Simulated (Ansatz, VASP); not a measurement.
**Two plane-wave programs on RbSi2**

```
CELL_PARAMETERS angstrom
4.96811 0.00000 0.00000
0.00000 4.96811 0.00000
0.00000 0.00000 4.51953
ATOMIC_POSITIONS crystal
Rb 0.00000 0.00000 0.00000
Si 0.50000 0.50000 0.75134
Si 0.50000 0.50000 0.24866
```

Alike in both runs: task relaxation of cell and atoms; functional PBE; dispersion D3(BJ); k mesh 10 × 10 × 10; occupations gaussian, width 0.1 eV; no spin polarisation.

|  | VASP | Ansatz |
| --- | --- | --- |
| version | VASP 6.6.1 | Ansatz 0.2.0 |
| potentials or method | VASP PAW PBE potentials, release 64 (Rb_sv, Si), cutoff 600 eV | scalar-relativistic, plane waves, PAW |
| valence electrons in the cell | 17 | 17 |

|  | VASP | Ansatz | Ansatz less VASP |
| --- | --- | --- | --- |
| gap on the k mesh at the Fermi level, each at its own relaxed structure (eV) | none | none | - |
| relaxed volume (Å³/atom) | 36.63 | 36.62 | -0.012 |
| relaxed cell length with the largest relative difference (Å) | 4.967 | 4.966 | -0.0015 |

A gap of «none» marks a metal or a gap that the smearing closes.
